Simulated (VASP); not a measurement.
Cu: single point with LDA

The system is Cu.

```xyz
1
Lattice="-1.4428 1.4428 1.3761 1.4428 -1.4428 1.3761 1.4428 1.4428 -1.3761" Properties=species:S:1:pos:R:3 pbc="T T T"
Cu    0.0000    0.0000    0.0000
```

```json
{"Program": "VASP 6.6.1", "Task": "single point", "Functional": "LDA", "Potentials or basis": "VASP PAW LDA potentials, release 64 (Cu)", "Cutoff": "520 eV", "k mesh": "15 × 15 × 15", "Occupations": "gaussian, width 0.05 eV", "Spin": "no spin polarisation", "Dipole correction": "no", "Further INCAR settings": "ALGO = Normal; EDIFF = 1e-06; NBANDS = 12"}
```

| Property | Result |
| --- | --- |
| Pressure | -6.9 GPa |

Stress tensor (GPa, compression positive):
```
-6.66  0.00  0.00
 0.00 -6.66  0.00
 0.00  0.00 -7.47
```

Levels at points of the mesh, in eV from the Fermi level:
| k point | band 4 | band 5 | band 6 | band 7 | band 8 | band 9 |
| --- | --- | --- | --- | --- | --- | --- |
| (0.00, 0.00, 0.00) | -3.12 | -2.23 | -2.02 | 24.98 | 24.98 | 26.24 |

Wall time 23 s on 1 thread of Intel(R) Xeon(R) Platinum 8259CL CPU @ 2.50GHz (Skylake/Cascade Lake), with other jobs on the host, peak memory 0.14 GiB.
